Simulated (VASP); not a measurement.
A run of VASP 6.6.1:

File INCAR:

```
SYSTEM = Nb3N4
PREC = Accurate
ENCUT = 520
EDIFF = 1E-6
ISMEAR = 0
SIGMA = 0.1
LREAL = .False.
LASPH = .True.
NELM = 80
ALGO = Normal
ISIF = 2
LWAVE = .False.
LCHARG = .True.
GGA = PE
LELF = .True.
LVHAR = .True.
NBANDS = 38
```

KPOINTS

```
Automatic mesh
0
Gamma
  4 4 4
  0 0 0
```

POSCAR

```
Nb3N4
1.0
    4.5820401300      0.0000000000      0.0000000000
    0.0000000000      4.5820401300      0.0000000000
    0.0000000000      0.0000000000      4.5820401300
Nb N
3 4
Direct
    0.0000000000      0.0000000000      0.5000000000
    0.5000000000      0.0000000000      0.0000000000
    0.0000000000      0.5000000000      0.0000000000
    0.7237776700      0.2762223300      0.2762223300
    0.2762223300      0.7237776700      0.2762223300
    0.2762223300      0.2762223300      0.7237776700
    0.7237776700      0.7237776700      0.7237776700
```

Potentials or basis: VASP PAW PBE potentials, release 64 (Nb_sv, N).

Run with:

```bash
$ cat potpaw_PBE.64/Nb_sv/POTCAR potpaw_PBE.64/N/POTCAR > POTCAR
$ mpirun -np 1 vasp_std > vasp.out
```

Hardware: 1 thread of Intel Xeon 8259CL, with other jobs on the host.

Estimate the wall time of this run.

Run time: 63 s on 1 thread of Intel Xeon 8259CL, on a shared host, peak memory 0.21 GiB. Counts: scf iterations 16, k points 10.
